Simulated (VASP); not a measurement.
Input of a VASP 6.6.1 run:

INCAR

```
PREC = Accurate ; ENCUT = 520
EDIFF = 1E-6 ; ISMEAR = -1
SIGMA = 0.1 ; LREAL = F
LASPH = T ; NELM = 60
ALGO = Normal ; ISIF = 2
LWAVE = F ; LCHARG = F
GGA = PE ; NBANDS = 14
```

File KPOINTS:

```
regular mesh
0
Gamma
  14 14 13
```

The input POSCAR:

```
SiNi
1.0
    2.2332720644      0.0000000000      0.0000000000
   -1.1166360322      1.9340703414      0.0000000000
    0.0000000000      0.0000000000      3.3345366089
Ni Si
1 1
Direct
    0.0000000000      0.0000000000      0.0000000000
    0.3333333333      0.6666666667      0.5000000000
```

Potentials or basis: VASP PAW PBE potentials, release 64 (Ni, Si).

Launch:

```sh
$ cat potpaw_PBE.64/Ni/POTCAR potpaw_PBE.64/Si/POTCAR > POTCAR
$ mpirun -np 1 vasp_std > vasp.out
```

Predict the pressure.

244.1 GPa.

Predict the band gap on the k mesh.

zero (bands 7 and 8 overlap by 1.26 eV).

Stress tensor (GPa, compression positive):
```
243.71   0.00   0.00
  0.00 243.71   0.00
  0.00   0.00 244.95
```

Caveat: the cell stands under pressure. Spin polarisation is off, so any magnetic state and its effect on volume and gap are missing.
